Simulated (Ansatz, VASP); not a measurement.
MgO in VASP and in Ansatz

```
Mg O
1.0
     2.93772    0.00000    0.00000
    -1.46886    2.54414    0.00000
     0.00000    0.00000    2.67979
Mg O
1 1
Direct
  0.98458 0.99229 0.98843
  0.33333 0.66667 0.50000
```

Change from the starting cell: all Mg atoms moved +0.050 Å, as atom 1 towards its neighbour atom 2 (O) at 2.161 Å.

Alike in both runs: task single point; functional PBE; k mesh 12 × 12 × 8; occupations gaussian, width 0.05 eV; no spin polarisation.

|  | VASP | Ansatz |
| --- | --- | --- |
| version | VASP 6.6.1 | Ansatz 0.2.0 |
| potentials or method | VASP PAW PBE potentials, release 64 (Mg, O), cutoff 520 eV | scalar-relativistic, plane waves, PAW |
| valence electrons in the cell | 8 | 16 |

Ansatz gave:

| Property | Result |
| --- | --- |
| gap on the k mesh at the Fermi level (eV) | 3.02 |
| least direct gap on the mesh (eV) | 3.42 |
| pressure (GPa) | 0.2 |
| traceless stress, the component that is largest in VASP (GPa) | 0.20 |
| rms of the force components (eV/Å) | 0.104 |

**Question.** What did VASP give for the same quantities?

**Answer.** gap on the k mesh at the Fermi level (eV): 3.00; least direct gap on the mesh (eV): 3.40; pressure (GPa): -0.5; traceless stress, the component that is largest in VASP (GPa): 0.20; rms of the force components (eV/Å): 0.106.

Atom by atom the forces differ by 0.002 eV/Å (rms over components). The functional is the same, so the differences come from potentials, cutoffs and numerics. VASP's potentials hold 8 valence electrons a cell and Ansatz's 16, so a difference there can come from the potentials and not from the codes.
